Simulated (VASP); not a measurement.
# GeMo (zincblende type) (F-43m) in VASP: a series of runs

The runs below take GeMo (zincblende type) through relaxation of cell and atoms, with PBE.

Everything below comes from runs of VASP 6.6.1. Logs are shortened: lines on timing, memory, paths and dates and some standing lists are left out, and cuts for length are marked.

### 1 The cell of the first run

Symmetry: F-43m, No. 216, cubic system. The conventional cell has a = 5.237 Å, b = 5.237 Å, c = 5.237 Å, α = 90.00°, β = 90.00°, γ = 90.00°. Within 3.0 Å of Mo (site symmetry -43m) lie 4 Ge at 2.27 Å. Within 3.0 Å of Ge (site symmetry -43m) lie 4 Mo at 2.27 Å.

### 2 Relaxation of cell and atoms, PBE, target pressure 19 GPa, at which the enthalpy is minimised

Input file INCAR:

```
  PREC = Accurate
  ENCUT = 600
  EDIFF = 1E-7
  ISMEAR = -1
  SIGMA = 0.08
  LREAL = F
  LASPH = T
  NELM = 80
  ALGO = Normal
  ISIF = 3
  LWAVE = F
  LCHARG = F
  GGA = PE
  IBRION = 2
  NSW = 60
  EDIFFG = -0.005
  PSTRESS = 190.0
```

Input file KPOINTS:

```
Automatic mesh
0
Gamma
  12 12 12
```

Input file POSCAR:

```
GeMo
1.0
    0.0000000000      2.6185082524      2.6185082524
    2.6185082524      0.0000000000      2.6185082524
    2.6185082524      2.6185082524      0.0000000000
Mo Ge
1 1
Direct
    0.0000000000      0.0000000000      0.0000000000
    0.2500000000      0.2500000000      0.2500000000
```

Potentials or basis: VASP PAW PBE potentials, release 64 (Mo_sv, Ge_d).

Command:

```console
> cat potpaw_PBE.64/Mo_sv/POTCAR potpaw_PBE.64/Ge_d/POTCAR > POTCAR
> mpirun -np 1 vasp_std > vasp.out
```

OUTCAR:

```text
PREC = Accurate
   ENCUT = 600
   EDIFF = 1E-7
   ISMEAR = -1
   LREAL = F
   LASPH = T
   NELM = 80
   ISIF = 3
   GGA = PE
   IBRION = 2
   NSW = 60
   EDIFFG = -0.005
   PSTRESS = 190.0

 ion  position               nearest neighbor table
   1  0.000  0.000  0.000-   2 2.27   2 2.27   2 2.27   2 2.27
   2  0.250  0.250  0.250-   1 2.27   1 2.27   1 2.27   1 2.27

  LATTYP: Found a face centered cubic cell.
 ALAT       =     5.2370165048

  Lattice vectors:

 A1 = (   0.0000000000,   2.6185082524,   2.6185082524)
 A2 = (   2.6185082524,   0.0000000000,   2.6185082524)
 A3 = (   2.6185082524,   2.6185082524,   0.0000000000)

Analysis of symmetry for initial positions (statically):
=====================================================================
 Subroutine PRICEL returns:
 Original cell was already a primitive cell.

 Routine SETGRP: Setting up the symmetry group for a
 face centered cubic supercell.

 Subroutine GETGRP returns: Found 24 space group operations
 (whereof 24 operations were pure point group operations)
 out of a pool of 48 trial point group operations.

The static configuration has the point symmetry T_d .

Analysis of symmetry for dynamics (positions and initial velocities):
=====================================================================
 Subroutine PRICEL returns:
 Original cell was already a primitive cell.

 Routine SETGRP: Setting up the symmetry group for a
 face centered cubic supercell.

 Subroutine GETGRP returns: Found 24 space group operations
 (whereof 24 operations were pure point group operations)
 out of a pool of 48 trial point group operations.

The dynamic configuration has the point symmetry T_d .

 Subroutine INISYM returns: Found 24 space group operations
 (whereof 24 operations are pure point group operations),
 and found     1 'primitive' translations

----------------------------------------------------------------------------------------

                                     Primitive cell

  volume of cell :      35.9081

  direct lattice vectors                    reciprocal lattice vectors
     0.000000000  2.618508252  2.618508252    -0.190948415  0.190948415  0.190948415
     2.618508252  0.000000000  2.618508252     0.190948415 -0.190948415  0.190948415
     2.618508252  2.618508252  0.000000000     0.190948415  0.190948415 -0.190948415

  length of vectors
     3.703129884  3.703129884  3.703129884     0.330732356  0.330732356  0.330732356

  position of ions in fractional coordinates (direct lattice)
     0.000000000  0.000000000  0.000000000
     0.250000000  0.250000000  0.250000000

  ion indices of the primitive-cell ions
   primitive index   ion index
                 1           1
                 2           2

----------------------------------------------------------------------------------------

 KPOINTS: Automatic mesh

Automatic generation of k-mesh.
 Grid dimensions read from file:
 generate k-points for:   12   12   12

 Generating k-lattice:

  Cartesian coordinates                     Fractional coordinates (reciprocal lattice)
    -0.015912368  0.015912368  0.015912368     0.083333333  0.000000000  0.000000000
     0.015912368 -0.015912368  0.015912368     0.000000000  0.083333333  0.000000000
     0.015912368  0.015912368 -0.015912368     0.000000000  0.000000000  0.083333333

  Length of vectors
     0.027561030  0.027561030  0.027561030

  Shift w.r.t. Gamma in fractional coordinates (k-lattice)
     0.000000000  0.000000000  0.000000000

 Subroutine IBZKPT returns following result:
 ===========================================

 Found     72 irreducible k-points:

 Following reciprocal coordinates:
            Coordinates               Weight
  0.000000  0.000000  0.000000      1.000000
  0.083333  0.000000  0.000000      8.000000
  0.166667  0.000000  0.000000      8.000000
  0.250000  0.000000  0.000000      8.000000
  0.333333  0.000000  0.000000      8.000000
  0.416667  0.000000  0.000000      8.000000
[... 16 lines left out ...]
  0.500000  0.166667  0.000000     24.000000
 -0.416667  0.166667  0.000000     24.000000
 [... further k-points ...]
   k-points           NKPTS =     72   k-points in BZ     NKDIM =     72   number of bands    NBANDS=     18
   number of dos      NEDOS =    301   number of ions     NIONS =      2
   total plane-waves  NPLWV =  27000
   dimension x,y,z NGX =    30 NGY =   30 NGZ =   30
   dimension x,y,z NGXF=    60 NGYF=   60 NGZF=   60
   ions per type =               1   1
   NGX,Y,Z   is equivalent  to a cutoff of  13.47, 13.47, 13.47 a.u.
   NGXF,Y,Z  is equivalent  to a cutoff of  26.94, 26.94, 26.94 a.u.
 SYSTEM =  unknown system
   PREC   = accura    normal or accurate (medium, high low for compatibility)
   ISTART =      0    job   : 0-new  1-cont  2-samecut
   ICHARG =      2    charge: 1-file 2-atom 10-const
   ISPIN  =      1    spin polarized calculation?
   LNONCOLLINEAR =      F non collinear calculations
   LSORBIT =      F    spin-orbit coupling
   LASPH  =      T    aspherical Exc in radial PAW
   ENCUT  =  600.0 eV  44.10 Ry    6.64 a.u.   7.40  7.40  7.40*2*pi/ulx,y,z
   NELM   =     80;   NELMIN=  2; NELMDL= -5     # of ELM steps
   EDIFF  = 0.1E-06   stopping-criterion for ELM
   LREAL  =      F    real-space projection
   EDIFFG = -.5E-02   stopping-criterion for IOM
   NSW    =     60    number of steps for IOM
   IBRION =      2    ionic relax: 0-MD 1-quasi-New 2-CG
   NFREE  =      1    steps in history (QN), initial steepest desc. (CG)
   ISIF   =      3    stress and relaxation
   ISYM   =      2    0-nonsym 1-usesym 2-fastsym
   POTIM  = 0.5000    time-step for ionic-motion
   TEBEG  =    0.0;   TEEND  =   0.0 temperature during run
   PSTRESS=  190.0 pullay stress
   NELECT =      28.0000    total number of electrons
   NUPDOWN=      -1.0000    fix difference up-down
   EMIN   =  10.00;   EMAX   =-10.00  energy-range for DOS
   EFERMI =   0.00;   METHOD = LEGACY
   ISMEAR =    -1;   SIGMA  =   0.08  broadening in eV -4-tet -1-fermi 0-gaus
   EFERMI_NEDOS =   21; number of points for ismear=-14 and -15
   IALGO  =     38    algorithm
   IMIX   =      4    mixing-type and parameters
     AMIX     =   0.40;   BMIX     =  1.00
     AMIX_MAG =   1.60;   BMIX_MAG =  1.00
  volume/ion in A,a.u.               =      17.95       121.16
  Fermi-wavevector in a.u.,A,eV,Ry     =   1.506828  2.847491 30.892428  2.270529
  Thomas-Fermi vector in A             =   2.617494
   LORBIT       =      0    0 simple, 1 ext, 2 COOP (PROOUT), +10 PAW based schemes
   GGA     = PE    functional components
   LHFCALC =     F    Hartree Fock is set to
   AEXX    =    0.0000 exact exchange contribution
   IVDW    =     0    specifies the selected vdW correction
   LEPSILON=     F    determine dielectric tensor
   LRPA    =     F    only Hartree local field effects (RPA)
 conjugate gradient relaxation of ions
 non-spin polarized calculation
  energy-cutoff  :      600.00
  volume of cell :       35.91
 maximum number of plane-waves:      1243
 NGX is ok and might be reduce to    30
   NGX = 15   NGY = 15   NGZ = 15

--------------------------------------- Ionic step        1  -------------------------------------------

 number of electron      27.9999990 magnetization

 Free energy of the ion-electron system (eV)
  ---------------------------------------------------
  ext. energy  EPLUGINS =         0.00000000
  ---------------------------------------------------
  free energy    TOTEN  =       -11.94636836 eV

  energy without entropy =      -11.90416612  energy(sigma->0) =      -11.92526724

------------------------ aborting loop because EDIFF is reached ----------------------------------------

  FORCE on cell =-STRESS in cart. coord.  units (eV):
  Direction    XX          YY          ZZ          XY          YZ          ZX
  --------------------------------------------------------------------------------------
  -------------------------------------------------------------------------------------
  Total        8.9702450      8.9702450      8.9702450     -0.0000000      0.0000000      0.0000000
  in kB      400.2423590    400.2423590    400.2423590     -0.0000000      0.0000000      0.0000000
  external PRESSURE =     210.2423590 kB  Pullay stress =     190.0000000 kB
[... 93 lines left out ...]
  FREE ENERGIE OF THE ION-ELECTRON SYSTEM (eV)
  ---------------------------------------------------
  free  energy   TOTEN  =       -12.6793052962 eV

  energy  without entropy=      -12.6261516104  energy(sigma->0) =      -12.65272845

  enthalpy is  TOTEN    =        -7.9222442557 eV   P V=        4.7570610405

[... ionic steps 4 to 15 ...]

--------------------------------------- Ionic step       16  -------------------------------------------

 number of electron      27.9999998 magnetization

------------------------ aborting loop because EDIFF is reached ----------------------------------------

  FORCE on cell =-STRESS in cart. coord.  units (eV):
  Direction    XX          YY          ZZ          XY          YZ          ZX
  --------------------------------------------------------------------------------------
  -------------------------------------------------------------------------------------
  Total        4.7369755      4.7369755      4.7369755      0.0000000      0.0000000      0.0000000
  in kB      190.7722832    190.7722832    190.7722832      0.0000000      0.0000000      0.0000000
  external PRESSURE =       0.7722832 kB  Pullay stress =     190.0000000 kB
[... 61 lines left out ...]
  enthalpy is  TOTEN    =        -7.9235338301 eV   P V=        4.7215138533

--------------------------------------- Ionic step       18  -------------------------------------------

 number of electron      27.9999997 magnetization

 Free energy of the ion-electron system (eV)
  ---------------------------------------------------
  ext. energy  EPLUGINS =         0.00000000
  ---------------------------------------------------
  free energy    TOTEN  =       -12.64359918 eV

  energy without entropy =      -12.59132197  energy(sigma->0) =      -12.61746058

 E-fermi :   6.8343     XC(G=0): -11.1777

 val. band max:        6.8273590133   @ k =   0.4167   0.0833   0.0000
 cond. band min:       6.8346383828   @ k =   0.2500   0.0833   0.0000
 fundamental gap:      0.0072793695
 Fermi energy:         6.8342651222

 k-point     1 :       0.0000    0.0000    0.0000
  band No.  band energies     occupation
      1     -53.7859      2.00000
      2     -27.9579      2.00000
      3     -27.9579      2.00000
      4     -27.9579      2.00000
      5     -16.7697      2.00000
      6     -16.7697      2.00000
[... 10 lines left out ...]
     17      14.8971      0.00000
     18      14.8971      0.00000
[... 466 lines left out ...]
      2     -28.0138      2.00000
      3     -27.9766      2.00000
      4     -27.9672      2.00000
      5     -16.8059      2.00000
      6     -16.7903      2.00000
[... 10 lines left out ...]
     17      10.9272      0.00000
     18      11.8683      0.00000

 [... further k-points ...]

------------------------ aborting loop because EDIFF is reached ----------------------------------------

  FORCE on cell =-STRESS in cart. coord.  units (eV):
  Direction    XX          YY          ZZ          XY          YZ          ZX
  --------------------------------------------------------------------------------------
  -------------------------------------------------------------------------------------
  Total        4.7172611      4.7172611      4.7172611      0.0000000      0.0000000      0.0000000
  in kB      189.8872325    189.8872325    189.8872325      0.0000000      0.0000000      0.0000000
  external PRESSURE =      -0.1127675 kB  Pullay stress =     190.0000000 kB
[... 17 lines left out ...]
  FREE ENERGIE OF THE ION-ELECTRON SYSTEM (eV)
  ---------------------------------------------------
  free  energy   TOTEN  =       -12.6435991789 eV

  energy  without entropy=      -12.5913219727  energy(sigma->0) =      -12.61746058

  enthalpy is  TOTEN    =        -7.9235366508 eV   P V=        4.7200625281

 reached required accuracy - stopping structural energy minimisation
```

It took 6.1 min on 1 thread of AMD EPYC 7R13 (Zen 3), shared host; peak memory 0.19 GiB.

What came out:

```
Free energy                                                : -12.6436 eV
Relaxed volume                                             : 19.90 Å³/atom
Relaxed cell                                               : a = 3.832 Å, b = 3.832 Å, c = 3.832 Å, α = 60.00°, β = 60.00°, γ = 60.00°
Space group after relaxing (to 0.1 Å)                      : F-43m (No. 216)
Energy change on relaxing (the run minimises the enthalpy) : -348.6 meV/atom
Ionic steps                                                : 18
Pressure after relaxing                                    : 19.0 GPa
Band gap on the k mesh                                     : zero (bands 14 and 15 overlap by 0.50 eV)
```

Step by step:
| step | energy change (eV) | largest force (eV/Å) | pressure (GPa) | volume (Å³) |
| --- | --- | --- | --- | --- |
| 1 | 0.0000 | 0.0000 | 40.02 | 35.91 |
| 2 | -0.9626 | 0.0000 | -5.73 | 49.60 |
| 3 | -0.7329 | 0.0000 | 17.66 | 40.11 |
| 4 | -0.7000 | 0.0000 | 18.89 | 39.83 |
| 5 | -0.6904 | 0.0000 | 19.24 | 39.74 |
| 6 | -0.6906 | 0.0000 | 19.23 | 39.75 |
| 7 | -0.6912 | 0.0000 | 19.20 | 39.75 |
| 8 | -0.6912 | 0.0000 | 19.21 | 39.75 |
| 9 | -0.6913 | 0.0000 | 19.21 | 39.75 |
| 10 | -0.6913 | 0.0000 | 19.21 | 39.75 |
| 11 | -0.6913 | 0.0000 | 19.21 | 39.75 |
| 12 | -0.6915 | 0.0000 | 19.20 | 39.75 |
| 13 | -0.6917 | 0.0000 | 19.19 | 39.76 |
| 14 | -0.6922 | 0.0000 | 19.17 | 39.76 |
| 15 | -0.6931 | 0.0000 | 19.14 | 39.77 |
| 16 | -0.6950 | 0.0000 | 19.08 | 39.78 |
| 17 | -0.6987 | 0.0000 | 18.95 | 39.81 |
| 18 | -0.6972 | 0.0000 | 18.99 | 39.80 |

Final structure:
```
CELL_PARAMETERS angstrom
0.00000 2.70993 2.70993
2.70993 0.00000 2.70993
2.70993 2.70993 0.00000
ATOMIC_POSITIONS crystal
Mo 0.00000 0.00000 0.00000
Ge 0.25000 0.25000 0.25000
```

Caveat: the cell is relaxed towards a set pressure, so the run minimises the enthalpy, not the energy.

### 3 Relaxation of cell and atoms, PBE, target pressure 19 GPa, at which the enthalpy is minimised

This run uses another cell than the first one, of 19.87 Å³/atom.

Input file INCAR:

```
PREC = Accurate
ENCUT = 600
EDIFF = 1E-6
ISMEAR = -1
SIGMA = 0.08
LREAL = F
LASPH = T
NELM = 80
ALGO = Normal
ISIF = 3
LWAVE = F
LCHARG = F
GGA = PE
IBRION = 2
NSW = 32
EDIFFG = -0.005
PSTRESS = 190.0
```

KPOINTS is that of step 2.

Input file POSCAR:

```
GeMo
1.0
    0.0000000000      2.7083391493      2.7083391493
    2.7083391493      0.0000000000      2.7083391493
    2.7083391493      2.7083391493      0.0000000000
Mo Ge
1 1
Direct
    0.0000000000      0.0000000000      0.0000000000
    0.2500000000      0.2500000000      0.2500000000
```

Potentials or basis: VASP PAW PBE potentials, release 64 (Mo_sv, Ge_d).

Command:

```console
> cat potpaw_PBE.64/Mo_sv/POTCAR potpaw_PBE.64/Ge_d/POTCAR > POTCAR
> mpirun -np 1 vasp_std > vasp.out
```

Run time: 86 s. Hardware: 1 thread of AMD EPYC 7R13 (Zen 3), shared host; peak memory 0.2 GiB.

It converged, with:

```
Free energy                                                : -12.6447 eV
Relaxed volume                                             : 19.90 Å³/atom
Relaxed cell                                               : a = 3.832 Å, b = 3.832 Å, c = 3.832 Å, α = 60.00°, β = 60.00°, γ = 60.00°
Space group after relaxing (to 0.1 Å)                      : F-43m (No. 216)
Energy change on relaxing (the run minimises the enthalpy) : -3.9 meV/atom
Ionic steps                                                : 3
Pressure after relaxing                                    : 19.0 GPa
Band gap on the k mesh                                     : zero (bands 14 and 15 overlap by 0.50 eV)
```

Step by step:
| step | energy change (eV) | largest force (eV/Å) | pressure (GPa) | volume (Å³) |
| --- | --- | --- | --- | --- |
| 1 | 0.0000 | 0.0000 | 19.26 | 39.73 |
| 2 | -0.0215 | 0.0000 | 18.50 | 39.91 |
| 3 | -0.0077 | 0.0000 | 18.96 | 39.80 |

Final structure:
```cif
data_structure
_symmetry_space_group_name_H-M 'P 1'
_symmetry_Int_Tables_number 1
_cell_length_a 3.8322
_cell_length_b 3.8322
_cell_length_c 3.8322
_cell_angle_alpha 60.000
_cell_angle_beta 60.000
_cell_angle_gamma 60.000
_cell_volume 39.80
loop_
_atom_site_label
_atom_site_type_symbol
_atom_site_fract_x
_atom_site_fract_y
_atom_site_fract_z
_atom_site_occupancy
Mo1 Mo 0.00000 0.00000 0.00000 1
Ge1 Ge 0.25000 0.25000 0.25000 1
```

Levels at points of the mesh, in eV from the Fermi level:
```
           k point  band 11  band 12  band 13  band 14  band 15  band 16  band 17  band 18
(0.00, 0.00, 0.00)    -2.85    -2.85    -2.85    -0.10    -0.10     5.44     8.06     8.06
(0.50, 0.00, 0.00)    -3.40    -2.42    -2.42     0.32     0.32     1.04     5.27     5.27
(0.50, 0.50, 0.00)    -4.32    -0.96    -0.77    -0.77     0.58     1.71     2.04     2.04
```

Caveat: the cell is relaxed towards a set pressure, so the run minimises the enthalpy, not the energy.
